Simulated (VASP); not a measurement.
# Pd (Fm-3m) in VASP: notebook

The runs below take Pd through single point, relaxation of cell and atoms, with PBE.

All numbers are computed with VASP 6.6.1; they aren't measurements. Logs are shortened: lines on timing, memory, paths and dates and some standing lists are left out, and cuts for length are marked.

**1. The cell of the first run**

Symmetry: Fm-3m, No. 225, cubic system. The conventional cell has a = 3.942 Å, b = 3.942 Å, c = 3.942 Å, α = 90.00°, β = 90.00°, γ = 90.00°. Within 3.7 Å of Pd (site symmetry m-3m) lie 12 Pd at 2.79 Å.

**2. Single point, PBE**

Input file INCAR:

```
ALGO = Fast ; EDIFF = 1E-6
ENCUT = 520 ; GGA = PE
ISIF = 2 ; ISMEAR = 0
LASPH = T ; LCHARG = F
LREAL = F ; LWAVE = F
NBANDS = 11 ; NELM = 60
PREC = Accurate ; SIGMA = 0.1
```

Input file KPOINTS:

```
k-points
0
Gamma
  18 18 18
```

Input file POSCAR:

```
Pd
1.0
    0.0000000000      1.9711269185      1.9711269185
    1.9711269185      0.0000000000      1.9711269185
    1.9711269185      1.9711269185      0.0000000000
Pd
1
Direct
    0.0000000000      0.0000000000      0.0000000000
```

Potentials or basis: VASP PAW PBE potentials, release 64 (Pd).

Launch:

```console
> cat potpaw_PBE.64/Pd/POTCAR > POTCAR
> mpirun -np 1 vasp_std > vasp.out
```

OUTCAR:

```text
EDIFF = 1E-6
   ENCUT = 520
   GGA = PE
   ISIF = 2
   ISMEAR = 0
   LASPH = T
   LREAL = F
   NELM = 60
   PREC = Accurate

 ion  position               nearest neighbor table
   1  0.000  0.000  0.000-

  LATTYP: Found a face centered cubic cell.
 ALAT       =     3.9422538370

  Lattice vectors:

 A1 = (   0.0000000000,   1.9711269185,   1.9711269185)
 A2 = (   1.9711269185,   0.0000000000,   1.9711269185)
 A3 = (   1.9711269185,   1.9711269185,   0.0000000000)

Analysis of symmetry for initial positions (statically):
=====================================================================
 Subroutine PRICEL returns:
 Original cell was already a primitive cell.

 Routine SETGRP: Setting up the symmetry group for a
 face centered cubic supercell.

 Subroutine GETGRP returns: Found 48 space group operations
 (whereof 48 operations were pure point group operations)
 out of a pool of 48 trial point group operations.

The static configuration has the point symmetry O_h .

Analysis of symmetry for dynamics (positions and initial velocities):
=====================================================================
 Subroutine PRICEL returns:
 Original cell was already a primitive cell.

 Routine SETGRP: Setting up the symmetry group for a
 face centered cubic supercell.

 Subroutine GETGRP returns: Found 48 space group operations
 (whereof 48 operations were pure point group operations)
 out of a pool of 48 trial point group operations.

The dynamic configuration has the point symmetry O_h .

 Subroutine INISYM returns: Found 48 space group operations
 (whereof 48 operations are pure point group operations),
 and found     1 'primitive' translations

----------------------------------------------------------------------------------------

                                     Primitive cell

  volume of cell :      15.3170

  direct lattice vectors                    reciprocal lattice vectors
     0.000000000  1.971126918  1.971126918    -0.253662002  0.253662002  0.253662002
     1.971126918  0.000000000  1.971126918     0.253662002 -0.253662002  0.253662002
     1.971126918  1.971126918  0.000000000     0.253662002  0.253662002 -0.253662002

  length of vectors
     2.787594421  2.787594421  2.787594421     0.439355475  0.439355475  0.439355475

  position of ions in fractional coordinates (direct lattice)
     0.000000000  0.000000000  0.000000000

  ion indices of the primitive-cell ions
   primitive index   ion index
[... 74 lines left out ...]
   LREAL  =      F    real-space projection
   EDIFFG = 0.1E-04   stopping-criterion for IOM
   NSW    =      0    number of steps for IOM
   IBRION =     -1    ionic relax: 0-MD 1-quasi-New 2-CG
   NFREE  =      0    steps in history (QN), initial steepest desc. (CG)
   ISIF   =      2    stress and relaxation
   ISYM   =      2    0-nonsym 1-usesym 2-fastsym
   POTIM  = 0.5000    time-step for ionic-motion
   TEBEG  =    0.0;   TEEND  =   0.0 temperature during run
   PSTRESS=    0.0 pullay stress
   NELECT =      10.0000    total number of electrons
   NUPDOWN=      -1.0000    fix difference up-down
   EMIN   =  10.00;   EMAX   =-10.00  energy-range for DOS
   EFERMI =   0.00;   METHOD = LEGACY
   ISMEAR =     0;   SIGMA  =   0.10  broadening in eV -4-tet -1-fermi 0-gaus
   EFERMI_NEDOS =   21; number of points for ismear=-14 and -15
   IALGO  =     68    algorithm
   IMIX   =      4    mixing-type and parameters
     AMIX     =   0.40;   BMIX     =  1.00
     AMIX_MAG =   1.60;   BMIX_MAG =  1.00
  volume/ion in A,a.u.               =      15.32       103.36
  Fermi-wavevector in a.u.,A,eV,Ry     =   1.420202  2.683793 27.442609  2.016975
  Thomas-Fermi vector in A             =   2.541142
   LORBIT       =      0    0 simple, 1 ext, 2 COOP (PROOUT), +10 PAW based schemes
   GGA     = PE    functional components
   LHFCALC =     F    Hartree Fock is set to
   AEXX    =    0.0000 exact exchange contribution
   IVDW    =     0    specifies the selected vdW correction
   LEPSILON=     F    determine dielectric tensor
   LRPA    =     F    only Hartree local field effects (RPA)
 non-spin polarized calculation
 RMM-DIIS sequential band-by-band and
 Gauss-broadening in eV      SIGMA  =   0.10
  energy-cutoff  :      520.00
  volume of cell :       15.32
 maximum number of plane-waves:       424
 NGX is ok and might be reduce to    24
   NGX = 11   NGY = 11   NGZ = 11

 number of electron      10.0000000 magnetization

 Free energy of the ion-electron system (eV)
  ---------------------------------------------------
  ext. energy  EPLUGINS =         0.00000000
  ---------------------------------------------------
  free energy    TOTEN  =        -5.22597349 eV

  energy without entropy =       -5.21374282  energy(sigma->0) =       -5.21985816

 E-fermi :   9.1528     XC(G=0): -12.9508

 val. band max:        9.1514336158   @ k =  -0.4444   0.3889   0.1111
 cond. band min:       9.1587992203   @ k =  -0.3889   0.3889   0.0556
 fundamental gap:      0.0073656045
 Fermi energy:         9.1528117621

 k-point     1 :       0.0000    0.0000    0.0000
  band No.  band energies     occupation
      1       2.3079      2.00000
      2       6.4855      2.00000
      3       6.4855      2.00000
      4       6.4855      2.00000
      5       7.9994      2.00000
      6       7.9994      2.00000
      7      26.3265      0.00000
      8      30.8897      0.00000
      9      30.8897      0.00000
     10      30.8897      0.00000
     11      35.9560      0.00000
[... 309 lines left out ...]
 k-point    24 :      -0.2222    0.0556    0.0000
  band No.  band energies     occupation
      1       3.9792      2.00000
      2       6.2806      2.00000
      3       6.7938      2.00000
      4       6.8250      2.00000
      5       7.8914      2.00000
      6       8.3850      2.00000
      7      23.7735      0.00000
      8      27.2635      0.00000
      9      30.9153      0.00000
     10      33.3847      0.00000
     11      33.6926      0.00000

 [... further k-points ...]
[... 5 lines left out ...]
  --------------------------------------------------------------------------------------
  -------------------------------------------------------------------------------------
  Total       -0.0197054     -0.0197054     -0.0197054      0.0000000      0.0000000     -0.0000000
  in kB       -2.0612133     -2.0612133     -2.0612133      0.0000000      0.0000000     -0.0000000
  external PRESSURE =      -2.0612133 kB  Pullay stress =       0.0000000 kB

 VOLUME and BASIS-vectors are now :
 -----------------------------------------------------------------------------
  energy-cutoff  :      520.00
  volume of cell :       15.32
      direct lattice vectors                 reciprocal lattice vectors
     0.000000000  1.971126918  1.971126918    -0.253662002  0.253662002  0.253662002
     1.971126918  0.000000000  1.971126918     0.253662002 -0.253662002  0.253662002
     1.971126918  1.971126918  0.000000000     0.253662002  0.253662002 -0.253662002

 POSITION                                       TOTAL-FORCE (eV/Angst)
 -----------------------------------------------------------------------------------
      0.00000      0.00000      0.00000         0.000000      0.000000      0.000000
 -----------------------------------------------------------------------------------
    total drift:                               -0.000000      0.000000     -0.000000

  FREE ENERGIE OF THE ION-ELECTRON SYSTEM (eV)
  ---------------------------------------------------
  free  energy   TOTEN  =        -5.2259734933 eV

  energy  without entropy=       -5.2137428194  energy(sigma->0) =       -5.21985816
```

OSZICAR:

```text
N       E                     dE             d eps       ncg     rms          rms(c)
DAV:   1     0.422733411212E+02    0.42273E+02   -0.51769E+03  4306   0.853E+02
DAV:   2    -0.489345124745E+01   -0.47167E+02   -0.45643E+02  4851   0.180E+02
DAV:   3    -0.549287986802E+01   -0.59943E+00   -0.59775E+00  5130   0.214E+01
DAV:   4    -0.549573358060E+01   -0.28537E-02   -0.28533E-02  5140   0.158E+00
DAV:   5    -0.549576690181E+01   -0.33321E-04   -0.33320E-04  5681   0.152E-01    0.695E+00
RMM:   6    -0.523742545664E+01    0.25834E+00   -0.37170E-01  4470   0.564E+00    0.338E+00
RMM:   7    -0.522911550696E+01    0.83099E-02   -0.68741E-03  5002   0.955E-01    0.184E+00
RMM:   8    -0.522597579183E+01    0.31397E-02   -0.87680E-04  4994   0.269E-01    0.941E-02
RMM:   9    -0.522596725593E+01    0.85359E-05   -0.10890E-04  5615   0.895E-02    0.258E-02
RMM:  10    -0.522597276849E+01   -0.55126E-05   -0.28104E-05  5439   0.399E-02    0.391E-03
RMM:  11    -0.522597349334E+01   -0.72485E-06   -0.93296E-06  5350   0.205E-02
   1 F= -.52259735E+01 E0= -.52198582E+01  d E =-.122307E-01
```

stdout:

```text
POSCAR found type information on POSCAR Pd
 POSCAR found :  1 types and       1 ions
 scaLAPACK will be used
 LDA part: xc-table for (Slater+PW92), standard interpolation
 POSCAR, INCAR and KPOINTS ok, starting setup
 FFT: planning ... GRIDC
 FFT: planning ... GRID_SOFT
 FFT: planning ... GRID
 WAVECAR not read
 entering main loop
```

Run time: 11 s. Hardware: 1 thread of Intel Xeon 6975P-C (Granite Rapids), shared host; peak memory 0.16 GiB.

Results:

```yaml
Free_energy: -5.2260 eV
Pressure: -0.2 GPa
Band_gap_on_the_k_mesh: zero (band 5 reaches 9.43 eV, above the bottom of band 6 at 7.94 eV)
```

**3. Relaxation of cell and atoms, PBE**

This run uses another cell than the first one, of 15.44 Å³/atom, 1.008 times its volume.

Input file INCAR:

```
SYSTEM = Pd
  PREC = Accurate
  ENCUT = 600
  EDIFF = 1E-7
  ISMEAR = 0
  SIGMA = 0.1
  LREAL = .FALSE.
  LASPH = .TRUE.
  NELM = 100
  ALGO = Fast
  ISIF = 3
  LWAVE = .FALSE.
  LCHARG = .FALSE.
  GGA = PE
  IBRION = 2
  NSW = 100
  EDIFFG = -0.005
```

Input file KPOINTS:

```
regular mesh
0
G
  18 18 18
  0 0 0
```

Input file POSCAR:

```
Pd
1.0
    0.0000000000      1.9762093481      1.9762093481
    1.9762093481      0.0000000000      1.9762093481
    1.9762093481      1.9762093481      0.0000000000
Pd
1
Direct
    0.0000000000      0.0000000000      0.0000000000
```

Potentials or basis: VASP PAW PBE potentials, release 64 (Pd).

Launch:

```console
> cat potpaw_PBE.64/Pd/POTCAR > POTCAR
> mpirun -np 1 vasp_std > vasp.out
```

Wall time 31 s (1 thread of Intel Xeon 6975P-C (Granite Rapids), shared host); peak memory 0.16 GiB.

It converged, with:

- Free energy: -5.2262 eV
- Relaxed volume: 15.28 Å³/atom
- Relaxed cell: a = 2.786 Å, b = 2.786 Å, c = 2.786 Å, α = 60.00°, β = 60.00°, γ = 60.00°
- Space group after relaxing (to 0.05 Å): Fm-3m (No. 225)
- Energy gained by relaxing: 0.8 meV/atom
- Ionic steps: 3
- Pressure after relaxing: 0.0 GPa
- Band gap on the k mesh: zero (band 5 reaches 9.46 eV, above the bottom of band 6 at 7.97 eV)

The path:
```
step  energy change (eV)  largest force (eV/Å)  pressure (GPa)  volume (Å³)
   1              0.0000                0.0000           -1.61        15.44
   2              0.0006                0.0000            2.26        15.09
   3             -0.0008                0.0000            0.01        15.28
```

Final structure:
```
CELL_PARAMETERS angstrom
0.00000 1.96974 1.96974
1.96974 0.00000 1.96974
1.96974 1.96974 0.00000
ATOMIC_POSITIONS crystal
Pd 0.00000 0.00000 0.00000
```

Levels at points of the mesh, in eV from the Fermi level:
```
           k point  band 3  band 4  band 5  band 6  band 7  band 8
(0.00, 0.00, 0.00)   -2.68   -2.68   -1.16   -1.16   17.17   21.75
(0.50, 0.00, 0.00)   -2.72   -0.02   -0.02    1.10    7.05   16.52
(0.50, 0.50, 0.00)   -0.05    0.27    0.27    3.36   10.41   13.02
```

**4. Single point, PBE**

This run uses another cell than the first one, of 15.44 Å³/atom, 1.008 times its volume.

Input file INCAR:

```
SYSTEM = Pd
PREC = Accurate
ENCUT = 500
EDIFF = 1E-6
ISMEAR = 0
SIGMA = 0.1
LREAL = .FALSE.
LASPH = .TRUE.
NELM = 120
ALGO = Normal
ISIF = 2
LWAVE = .FALSE.
LCHARG = .FALSE.
GGA = PE
NBANDS = 11
GGA_COMPAT = .FALSE.
```

Input file KPOINTS:

```
Automatic mesh
0
G
  8 8 8
  0 0 0
```

Input file POSCAR:

```
Pd
1.0
    0.0000000000      1.9762093438      1.9762093438
    1.9762093438      0.0000000000      1.9762093438
    1.9762093438      1.9762093438      0.0000000000
Pd
1
Direct
    0.0000000000      0.0000000000      0.0000000000
```

Launch:

```console
> cat potpaw_PBE.64/Pd/POTCAR > POTCAR
> mpirun -np 1 vasp_std > vasp.out
```

Run time: 7.6 s. Hardware: 1 thread of Intel Xeon 8259CL, shared host; peak memory 0.12 GiB.

It converged, with:

| Item | Value |
| --- | --- |
| Free energy | -5.2039 eV |
| Pressure | -0.7 GPa |
| Band gap on the k mesh | zero (band 5 reaches 9.34 eV, above the bottom of band 6 at 7.86 eV) |

Levels at points of the mesh, in eV from the Fermi level:
| k point | band 1 | band 2 | band 3 | band 4 | band 5 | band 6 | band 7 | band 8 | band 9 | band 10 |
| --- | --- | --- | --- | --- | --- | --- | --- | --- | --- | --- |
| (0.00, 0.00, 0.00) | -6.89 | -2.70 | -2.70 | -2.70 | -1.21 | -1.21 | 17.07 | 21.58 | 21.58 | 21.58 |
| (0.50, 0.00, 0.00) | -5.03 | -2.75 | -2.75 | -0.09 | -0.09 | 1.02 | 6.89 | 16.40 | 20.57 | 20.57 |
| (0.50, 0.50, 0.00) | -5.10 | -4.82 | -0.12 | 0.21 | 0.21 | 3.26 | 10.23 | 12.87 | 12.87 | 20.82 |

**5. Single point, PBE**

This run uses another cell than the first one, of 14.71 Å³/atom, 0.961 times its volume.

Input file INCAR:

```
ALGO     = Normal         # electronic algorithm
EDIFF    = 1E-6           # SCF threshold, eV
ENCUT    = 500            # plane-wave cutoff, eV
GGA      = PE             # functional
GGA_COMPAT= F            
ISIF     = 2              # what is computed and relaxed
ISMEAR   = 0              # smearing method
LASPH    = T              # aspherical terms in the spheres
LCHARG   = F              # write CHGCAR
LREAL    = F              # projectors in reciprocal space
LWAVE    = F              # write WAVECAR
NBANDS   = 11             # bands
NELM     = 120            # most SCF steps
PREC     = Accurate       # precision mode
SIGMA    = 0.1            # smearing width, eV
```

Input file KPOINTS:

```
k-points
0
Gamma
  8 8 8
```

Input file POSCAR:

```
Pd
1.0
    0.0000000000      1.9449000000      1.9449000000
    1.9449000000      0.0000000000      1.9449000000
    1.9449000000      1.9449000000      0.0000000000
Pd
1
Direct
    0.0000000000      0.0000000000      0.0000000000
```

Launch:

```console
> cat potpaw_PBE.64/Pd/POTCAR > POTCAR
> mpirun -np 1 vasp_std > vasp.out
```

Run time: 2.8 s. Hardware: 1 thread of Intel Xeon 6975P-C (Granite Rapids), shared host; peak memory 0.12 GiB.

Results (log left out):

| Property | Result |
| --- | --- |
| Free energy | -5.1879 eV |
| Pressure | 8.2 GPa |
| Band gap on the k mesh | zero (band 5 reaches 10.16 eV, above the bottom of band 6 at 8.56 eV) |

Levels at points of the mesh, in eV from the Fermi level:
```
           k point  band 1  band 2  band 3  band 4  band 5  band 6  band 7  band 8  band 9  band 10
(0.00, 0.00, 0.00)   -7.27   -2.92   -2.92   -2.92   -1.31   -1.31   17.09   21.87   21.87    21.87
(0.50, 0.00, 0.00)   -5.40   -2.97   -2.97   -0.09   -0.09    0.90    7.26   16.44   21.03    21.03
(0.50, 0.50, 0.00)   -5.50   -5.20   -0.12    0.23    0.23    3.25   10.71   13.12   13.12    21.51
```

**6. Overview**

```csv
task,cell,k mesh,cutoff (eV),gap on the mesh (eV),pressure (GPa)
single point,"a = 2.788 Å, angles 60.0°, 1 atom",18 × 18 × 18,520,none,-0.2
relaxation of cell and atoms,"relaxed from a = 2.795 Å, angles 60.0°, 1 atom",18 × 18 × 18,600,none,0.0
single point,"a = 2.795 Å, angles 60.0°, 1 atom",8 × 8 × 8,500,none,-0.7
single point,"a = 2.751 Å, angles 60.0°, 1 atom",8 × 8 × 8,500,none,8.2
```

Alike in all rows: level PBE; potentials or basis VASP PAW PBE potentials, release 64 (Pd); no spin polarisation; smearing gaussian 0.1 eV.

Total energies depend on the potentials used, so only differences within one code and one set of settings carry meaning.
